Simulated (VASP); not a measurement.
# WSe2 (P6_3/mmc) in VASP: a series of runs

Runs on WSe2. Level: PBEsol+D3(BJ). Tasks: single point.

All numbers are computed with VASP 6.6.1; they aren't measurements. Logs are shortened: lines on timing, memory, paths and dates and some standing lists are left out, and cuts for length are marked.

## (1) The cell of the first run

It takes space group P6_3/mmc (No. 194, hexagonal). The conventional cell has a = 3.101 Å, b = 3.101 Å, c = 12.415 Å, α = 90.00°, β = 90.00°, γ = 120.00°. Within 3.2 Å of W (site symmetry -6m2) lie 6 Se at 2.46 Å and 6 W at 3.10 Å. Se (site symmetry 3m) has 3 W at 2.46 Å and 6 Se at 3.10 Å within 3.2 Å.

## (2) Single point, PBEsol+D3(BJ) (strain -0.0400 x Voigt [1, 1, 0, 0, 0, 0])

INCAR

```
SYSTEM = WSe2
ALGO = Normal
EDIFF = 1E-6
ENCUT = 520
GGA = PS
ISIF = 2
ISMEAR = 0
IVDW = 12
LASPH = .TRUE.
LCHARG = .FALSE.
LREAL = .FALSE.
LWAVE = .FALSE.
NBANDS = 35
NELM = 100
PREC = Accurate
SIGMA = 0.05
```

KPOINTS

```
k-points
0
G
  12 12 4
  0 0 0
```

POSCAR

```
WSe2
1.0
    3.1012375506      0.0000000000      0.0000000000
   -1.5506187753      2.6857505020      0.0000000000
    0.0000000000      0.0000000000     12.4145017028
W Se
2 4
Direct
    0.3333333333      0.6666666667      0.2500000000
    0.6666666667      0.3333333333      0.7500000000
    0.3333333333      0.6666666667      0.6145805872
    0.6666666667      0.3333333333      0.1145805872
    0.3333333333      0.6666666667      0.8854194128
    0.6666666667      0.3333333333      0.3854194128
```

Potentials or basis: VASP PAW PBE potentials, release 64 (W_sv, Se).

Started as:

```console
$ cat potpaw_PBE.64/W_sv/POTCAR potpaw_PBE.64/Se/POTCAR > POTCAR
$ mpirun -np 1 vasp_std > vasp.out
```

OUTCAR:

```text
SYSTEM = WSe2
   EDIFF = 1E-6
   ENCUT = 520
   GGA = PS
   ISIF = 2
   ISMEAR = 0
   IVDW = 12
   LASPH = .TRUE.
   LREAL = .FALSE.
   NELM = 100
   PREC = Accurate
 IVDW          = 12

 ion  position               nearest neighbor table
   1  0.333  0.667  0.250-   4 2.46   6 2.46   4 2.46   6 2.46   4 2.46   6 2.46
   2  0.667  0.333  0.750-   3 2.46   5 2.46   3 2.46   5 2.46   3 2.46   5 2.46
   3  0.333  0.667  0.615-   2 2.46   2 2.46   2 2.46
   4  0.667  0.333  0.115-   1 2.46   1 2.46   1 2.46
   5  0.333  0.667  0.885-   2 2.46   2 2.46   2 2.46
   6  0.667  0.333  0.385-   1 2.46   1 2.46   1 2.46

  LATTYP: Found a hexagonal cell.
 ALAT       =     3.1012375506
 C/A-ratio  =     4.0030798996

  Lattice vectors:

 A1 = (   3.1012375506,   0.0000000000,   0.0000000000)
 A2 = (  -1.5506187753,   2.6857505020,   0.0000000000)
 A3 = (   0.0000000000,   0.0000000000,  12.4145017028)

Analysis of symmetry for initial positions (statically):
=====================================================================
 Subroutine PRICEL returns:
 Original cell was already a primitive cell.

 Routine SETGRP: Setting up the symmetry group for a
 hexagonal supercell.

 Subroutine GETGRP returns: Found 24 space group operations
 (whereof 12 operations were pure point group operations)
 out of a pool of 24 trial point group operations.

The static configuration has the point symmetry D_3d.
 The point group associated with its full space group is D_6h.

Analysis of symmetry for dynamics (positions and initial velocities):
=====================================================================
 Subroutine PRICEL returns:
 Original cell was already a primitive cell.

 Routine SETGRP: Setting up the symmetry group for a
 hexagonal supercell.

 Subroutine GETGRP returns: Found 24 space group operations
 (whereof 12 operations were pure point group operations)
 out of a pool of 24 trial point group operations.

The dynamic configuration has the point symmetry D_3d.
 The point group associated with its full space group is D_6h.

 Subroutine INISYM returns: Found 24 space group operations
 (whereof 12 operations are pure point group operations),
 and found     1 'primitive' translations

----------------------------------------------------------------------------------------

                                     Primitive cell

  volume of cell :     103.4023

  direct lattice vectors                    reciprocal lattice vectors
     3.101237551  0.000000000  0.000000000     0.322451919  0.186167702  0.000000000
    -1.550618775  2.685750502  0.000000000     0.000000000  0.372335405  0.000000000
     0.000000000  0.000000000 12.414501703     0.000000000  0.000000000  0.080550958

  length of vectors
     3.101237551  3.101237551 12.414501703     0.372335405  0.372335405  0.080550958

  position of ions in fractional coordinates (direct lattice)
     0.333333333  0.666666667  0.250000000
     0.666666667  0.333333333  0.750000000
     0.333333333  0.666666667  0.614580587
     0.666666667  0.333333333  0.114580587
     0.333333333  0.666666667  0.885419413
     0.666666667  0.333333333  0.385419413

  ion indices of the primitive-cell ions
   primitive index   ion index
                 1           1
                 2           2
                 3           3
                 4           4
                 5           5
                 6           6

----------------------------------------------------------------------------------------

 KPOINTS: k-points

Automatic generation of k-mesh.
 Grid dimensions read from file:
 generate k-points for:   12   12    4

 Generating k-lattice:

  Cartesian coordinates                     Fractional coordinates (reciprocal lattice)
     0.026870993  0.015513975  0.000000000     0.083333333  0.000000000  0.000000000
     0.000000000  0.031027950  0.000000000     0.000000000  0.083333333  0.000000000
     0.000000000  0.000000000  0.020137739     0.000000000  0.000000000  0.250000000

  Length of vectors
     0.031027950  0.031027950  0.020137739

  Shift w.r.t. Gamma in fractional coordinates (k-lattice)
     0.000000000  0.000000000  0.000000000

 Subroutine IBZKPT returns following result:
 ===========================================

 Found     57 irreducible k-points:

 Following reciprocal coordinates:
            Coordinates               Weight
  0.000000  0.000000  0.000000      1.000000
  0.083333  0.000000  0.000000      6.000000
  0.166667  0.000000  0.000000      6.000000
  0.250000  0.000000  0.000000      6.000000
  0.333333  0.000000  0.000000      6.000000
  0.416667  0.000000  0.000000      6.000000
[... 16 lines left out ...]
  0.250000  0.000000  0.250000     12.000000
  0.333333  0.000000  0.250000     12.000000
 [... further k-points ...]
   k-points           NKPTS =     57   k-points in BZ     NKDIM =     57   number of bands    NBANDS=     35
   number of dos      NEDOS =    301   number of ions     NIONS =      6
   total plane-waves  NPLWV =  55296
   dimension x,y,z NGX =    24 NGY =   24 NGZ =   96
   dimension x,y,z NGXF=    48 NGYF=   48 NGZF=  192
   ions per type =               2   4
   NGX,Y,Z   is equivalent  to a cutoff of  12.87, 12.87, 12.86 a.u.
   NGXF,Y,Z  is equivalent  to a cutoff of  25.73, 25.73, 25.71 a.u.
 SYSTEM =  WSe2
   PREC   = accura    normal or accurate (medium, high low for compatibility)
   ISTART =      0    job   : 0-new  1-cont  2-samecut
   ICHARG =      2    charge: 1-file 2-atom 10-const
   ISPIN  =      1    spin polarized calculation?
   LNONCOLLINEAR =      F non collinear calculations
   LSORBIT =      F    spin-orbit coupling
   LASPH  =      T    aspherical Exc in radial PAW
   ENCUT  =  520.0 eV  38.22 Ry    6.18 a.u.   5.77  5.77 23.08*2*pi/ulx,y,z
   NELM   =    100;   NELMIN=  2; NELMDL= -5     # of ELM steps
   EDIFF  = 0.1E-05   stopping-criterion for ELM
   LREAL  =      F    real-space projection
   EDIFFG = 0.1E-04   stopping-criterion for IOM
   NSW    =      0    number of steps for IOM
   IBRION =     -1    ionic relax: 0-MD 1-quasi-New 2-CG
   NFREE  =      0    steps in history (QN), initial steepest desc. (CG)
   ISIF   =      2    stress and relaxation
   ISYM   =      2    0-nonsym 1-usesym 2-fastsym
   POTIM  = 0.5000    time-step for ionic-motion
   TEBEG  =    0.0;   TEEND  =   0.0 temperature during run
   PSTRESS=    0.0 pullay stress
   NELECT =      52.0000    total number of electrons
   NUPDOWN=      -1.0000    fix difference up-down
   EMIN   =  10.00;   EMAX   =-10.00  energy-range for DOS
   EFERMI =   0.00;   METHOD = LEGACY
   ISMEAR =     0;   SIGMA  =   0.05  broadening in eV -4-tet -1-fermi 0-gaus
   EFERMI_NEDOS =   21; number of points for ismear=-14 and -15
   IALGO  =     38    algorithm
   IMIX   =      4    mixing-type and parameters
     AMIX     =   0.40;   BMIX     =  1.00
     AMIX_MAG =   1.60;   BMIX_MAG =  1.00
  volume/ion in A,a.u.               =      17.23       116.30
  Fermi-wavevector in a.u.,A,eV,Ry     =   1.301865  2.460168 23.059868  1.694852
  Thomas-Fermi vector in A             =   2.432971
   LORBIT       =      0    0 simple, 1 ext, 2 COOP (PROOUT), +10 PAW based schemes
   GGA     = PS    functional components
   LHFCALC =     F    Hartree Fock is set to
   AEXX    =    0.0000 exact exchange contribution
   IVDW    =    12    specifies the selected vdW correction
   LEPSILON=     F    determine dielectric tensor
   LRPA    =     F    only Hartree local field effects (RPA)
 non-spin polarized calculation
 Gauss-broadening in eV      SIGMA  =   0.05
  energy-cutoff  :      520.00
  volume of cell :      103.40
 maximum number of plane-waves:      2808
 NGX is ok and might be reduce to    24
   NGX = 11   NGY = 11   NGZ = 47

 number of electron      52.0000006 magnetization

 Free energy of the ion-electron system (eV)
  ---------------------------------------------------
  ext. energy  EPLUGINS =         0.00000000
  ---------------------------------------------------
  free energy    TOTEN  =       -45.72895530 eV

  energy without entropy =      -45.72895530  energy(sigma->0) =      -45.72895530

 E-fermi :   8.3082     XC(G=0): -11.7956

 val. band max:        7.9707347390   @ k =   0.0000   0.0000   0.0000
 cond. band min:       8.7242619254   @ k =   0.1667   0.1667   0.0000
 fundamental gap:      0.7535271864
 Fermi energy:         8.3081673764

 k-point     1 :       0.0000    0.0000    0.0000
  band No.  band energies     occupation
      1     -65.9591      2.00000
      2     -65.9591      2.00000
      3     -30.3984      2.00000
      4     -30.3983      2.00000
      5     -30.0484      2.00000
      6     -30.0484      2.00000
[... 27 lines left out ...]
     34      11.6753      0.00000
     35      13.7548      0.00000

 k-point     2 :       0.0833    0.0000    0.0000
  band No.  band energies     occupation
      1     -65.9574      2.00000
      2     -65.9574      2.00000
      3     -30.3923      2.00000
      4     -30.3922      2.00000
      5     -30.0792      2.00000
      6     -30.0792      2.00000
[... 27 lines left out ...]
     34      11.6133      0.00000
     35      14.4263      0.00000

 k-point     3 :       0.1667    0.0000    0.0000
  band No.  band energies     occupation
      1     -65.9528      2.00000
      2     -65.9528      2.00000
      3     -30.3755      2.00000
      4     -30.3754      2.00000
      5     -30.1627      2.00000
      6     -30.1627      2.00000
[... 27 lines left out ...]
     34      12.1462      0.00000
     35      15.1645      0.00000

 k-point     4 :       0.2500    0.0000    0.0000
  band No.  band energies     occupation
      1     -65.9465      2.00000
      2     -65.9465      2.00000
      3     -30.3525      2.00000
      4     -30.3525      2.00000
      5     -30.2750      2.00000
      6     -30.2750      2.00000
[... 27 lines left out ...]
     34      12.6434      0.00000
     35      14.9251      0.00000

 k-point     5 :       0.3333    0.0000    0.0000
  band No.  band energies     occupation
      1     -65.9403      2.00000
      2     -65.9403      2.00000
      3     -30.3851      2.00000
      4     -30.3851      2.00000
      5     -30.3295      2.00000
      6     -30.3294      2.00000
[... 638 lines left out ...]
 k-point    22 :       0.1667    0.0000    0.2500
  band No.  band energies     occupation
      1     -65.9528      2.00000
      2     -65.9528      2.00000
      3     -30.3755      2.00000
      4     -30.3754      2.00000
      5     -30.1627      2.00000
      6     -30.1627      2.00000
[... 27 lines left out ...]
     34      12.1095      0.00000
     35      15.2266      0.00000

 k-point    23 :       0.2500    0.0000    0.2500
  band No.  band energies     occupation
      1     -65.9465      2.00000
      2     -65.9465      2.00000
      3     -30.3525      2.00000
      4     -30.3525      2.00000
      5     -30.2750      2.00000
      6     -30.2750      2.00000
[... 27 lines left out ...]
     34      12.5707      0.00000
     35      14.7697      0.00000

 k-point    24 :       0.3333    0.0000    0.2500
  band No.  band energies     occupation
      1     -65.9403      2.00000
      2     -65.9403      2.00000
      3     -30.3851      2.00000
      4     -30.3851      2.00000
      5     -30.3295      2.00000
      6     -30.3295      2.00000
[... 27 lines left out ...]
     34      12.8537      0.00000
     35      13.8640      0.00000

 [... further k-points ...]

------------------------ aborting loop because EDIFF is reached ----------------------------------------

 Edisp (eV)   -3.10775

 E8    (eV) :    -2.0907

  FORCE on cell =-STRESS in cart. coord.  units (eV):
  Direction    XX          YY          ZZ          XY          YZ          ZX
  --------------------------------------------------------------------------------------
  -------------------------------------------------------------------------------------
  Total      11.15176    11.15176     7.68782     0.00000     0.00000    -0.00000
  in kB     172.79212   172.79212   119.11977     0.00000     0.00000    -0.00000
  external pressure =      154.90 kB  Pullay stress =        0.00 kB

 VOLUME and BASIS-vectors are now :
 -----------------------------------------------------------------------------
  energy-cutoff  :      520.00
  volume of cell :      103.40
      direct lattice vectors                 reciprocal lattice vectors
     3.101237551  0.000000000  0.000000000     0.322451919  0.186167702  0.000000000
    -1.550618775  2.685750502  0.000000000     0.000000000  0.372335405  0.000000000
     0.000000000  0.000000000 12.414501703     0.000000000  0.000000000  0.080550958

 POSITION                                       TOTAL-FORCE (eV/Angst)
 -----------------------------------------------------------------------------------
     -0.00000      1.79050      3.10363         0.000000      0.000000      0.000000
      1.55062      0.89525      9.31088        -0.000000     -0.000000      0.000000
     -0.00000      1.79050      7.62971         0.000000      0.000000     -1.104247
      1.55062      0.89525      1.42246        -0.000000      0.000000     -1.104247
     -0.00000      1.79050     10.99204         0.000000     -0.000000      1.104247
      1.55062      0.89525      4.78479        -0.000000     -0.000000      1.104247
 -----------------------------------------------------------------------------------
    total drift:                               -0.000000      0.000000     -0.000000

  FREE ENERGIE OF THE ION-ELECTRON SYSTEM (eV)
  ---------------------------------------------------
  free  energy   TOTEN  =       -48.8367051208 eV

  energy  without entropy=      -48.8367051208  energy(sigma->0) =      -48.83670512
```

Wall time 74 s (1 thread of Intel Xeon 6975P-C (Granite Rapids), shared host); peak memory 0.34 GiB.

What came out:

* Free energy: -48.8367 eV
* Pressure: 15.5 GPa
* Largest force: 1.104 eV/Å
* Band gap on the k mesh: 0.75 eV, indirect (least direct gap 1.48 eV)
* Dispersion energy per atom: -0.518 eV

Forces in eV/Å, atoms in the order of the input:
```
W    0.000  0.000  0.000
W    0.000  0.000  0.000
Se   0.000  0.000 -1.104
Se   0.000  0.000 -1.104
Se   0.000  0.000  1.104
Se   0.000  0.000  1.104
```

Stress tensor (GPa, compression positive):
```
17.28  0.00  0.00
 0.00 17.28  0.00
 0.00  0.00 11.91
```

Caveat: the cell differs from its parent crystal (strain -0.0400 x Voigt [1, 1, 0, 0, 0, 0]); the PAW data sets were made with another functional, which shifts forces and pressure a little; spin-orbit coupling is left out, which moves the levels of the heavy elements.

## (3) Single point, PBEsol+D3(BJ) (strain -0.0300 x Voigt [1, 1, 0, 0, 0, 0])

INCAR

```
ALGO = Normal ; EDIFF = 1E-6
ENCUT = 520 ; GGA = PS
ISIF = 2 ; ISMEAR = 0
IVDW = 12 ; LASPH = True
LCHARG = False ; LREAL = False
LWAVE = False ; NBANDS = 35
NELM = 80 ; PREC = Accurate
SIGMA = 0.05
```

KPOINTS

```
k-points
0
Gamma
  12 12 4
```

POSCAR, as its differences from that of step 2:

```diff
@@ -2,4 +2,4 @@
 1.0
-    3.1012375506      0.0000000000      0.0000000000
-   -1.5506187753      2.6857505020      0.0000000000
+    3.1335421084      0.0000000000      0.0000000000
+   -1.5667710542      2.7137270697      0.0000000000
     0.0000000000      0.0000000000     12.4145017028
```

Potentials or basis: VASP PAW PBE potentials, release 64 (W_sv, Se).

Started as:

```console
$ cat potpaw_PBE.64/W_sv/POTCAR potpaw_PBE.64/Se/POTCAR > POTCAR
$ mpirun -np 1 vasp_std > vasp.out
```

Wall time 76 s (1 thread of Intel Xeon 6975P-C (Granite Rapids), shared host); peak memory 0.34 GiB.

The run converged. Its results:

- Free energy: -49.0374 eV
- Pressure: 11.2 GPa
- Largest force: 0.820 eV/Å
- Band gap on the k mesh: 0.73 eV, indirect (least direct gap 1.52 eV)
- Dispersion energy per atom: -0.507 eV

Forces on the atoms (eV/Å):
```
W    0.000  0.000  0.000
W    0.000  0.000  0.000
Se   0.000  0.000 -0.820
Se   0.000  0.000 -0.820
Se   0.000  0.000  0.820
Se   0.000  0.000  0.820
```

Stress tensor (GPa, compression positive):
```
12.44  0.00  0.00
 0.00 12.44  0.00
 0.00  0.00  8.65
```

Levels at points of the mesh, in eV from the valence-band top:
```csv
k point,band 24,band 25,band 26,band 27,band 28,band 29
"(0.00, 0.00, 0.00)",-1.21,-0.91,0.00,3.11,3.11,3.15
"(0.50, 0.00, 0.00)",-1.49,-1.15,-0.68,2.37,2.77,2.82
"(0.00, 0.00, 0.50)",-1.25,-0.25,-0.25,3.11,3.11,3.11
"(0.50, 0.00, 0.50)",-1.53,-0.92,-0.92,2.79,2.79,2.80
```

Caveat: the cell differs from its parent crystal (strain -0.0300 x Voigt [1, 1, 0, 0, 0, 0]); the PAW data sets were made with another functional, which shifts forces and pressure a little; spin-orbit coupling is left out, which moves the levels of the heavy elements. A k mesh can miss the band edges.

## (4) Single point, PBEsol+D3(BJ) (strain -0.0200 x Voigt [1, 1, 0, 0, 0, 0])

INCAR

```
PREC = Accurate
ENCUT = 520
EDIFF = 1E-7
ISMEAR = 0
SIGMA = 0.05
LREAL = False
LASPH = True
NELM = 80
ALGO = Normal
ISIF = 2
LWAVE = False
LCHARG = False
GGA = PS
IVDW = 12
NBANDS = 35
```

KPOINTS

```
Automatic mesh
0
Gamma
  12 12 4
```

POSCAR, as its differences from that of step 3:

```diff
@@ -2,4 +2,4 @@
 1.0
-    3.1335421084      0.0000000000      0.0000000000
-   -1.5667710542      2.7137270697      0.0000000000
+    3.1658466662      0.0000000000      0.0000000000
+   -1.5829233331      2.7417036375      0.0000000000
     0.0000000000      0.0000000000     12.4145017028
```

Started as:

```console
$ cat potpaw_PBE.64/W_sv/POTCAR potpaw_PBE.64/Se/POTCAR > POTCAR
$ mpirun -np 1 vasp_std > vasp.out
```

Run time: 81 s. Hardware: 1 thread of Intel Xeon 6975P-C (Granite Rapids), shared host; peak memory 0.34 GiB.

It converged, with:

* Free energy: -49.1772 eV
* Pressure: 7.3 GPa
* Largest force: 0.552 eV/Å
* Band gap on the k mesh: 0.71 eV, indirect (least direct gap 1.57 eV)
* Dispersion energy per atom: -0.497 eV

Forces on the atoms (eV/Å):
```
W    0.000  0.000  0.000
W    0.000  0.000  0.000
Se   0.000  0.000 -0.552
Se   0.000  0.000 -0.552
Se   0.000  0.000  0.552
Se   0.000  0.000  0.552
```

Stress tensor (GPa, compression positive):
```
8.05 0.00 0.00
0.00 8.05 0.00
0.00 0.00 5.69
```

Levels at points of the mesh, in eV from the valence-band top:
```tsv
k point	band 23	band 24	band 25	band 26	band 27	band 28	band 29	band 30
(0.00, 0.00, 0.00)	-1.31	-1.31	-0.87	0.00	2.95	2.95	2.98	2.98
(0.50, 0.00, 0.00)	-1.67	-1.48	-1.26	-0.80	2.30	2.57	2.63	3.00
(0.00, 0.00, 0.50)	-1.36	-1.36	-0.23	-0.23	2.94	2.94	2.94	2.94
(0.50, 0.00, 0.50)	-1.54	-1.54	-1.03	-1.03	2.59	2.59	2.72	2.72
```

Caveat: the cell differs from its parent crystal (strain -0.0200 x Voigt [1, 1, 0, 0, 0, 0]); the PAW data sets were made with another functional, which shifts forces and pressure a little; spin-orbit coupling is left out, which moves the levels of the heavy elements. A k mesh can miss the band edges.

(Continued in part 2 of 2.)
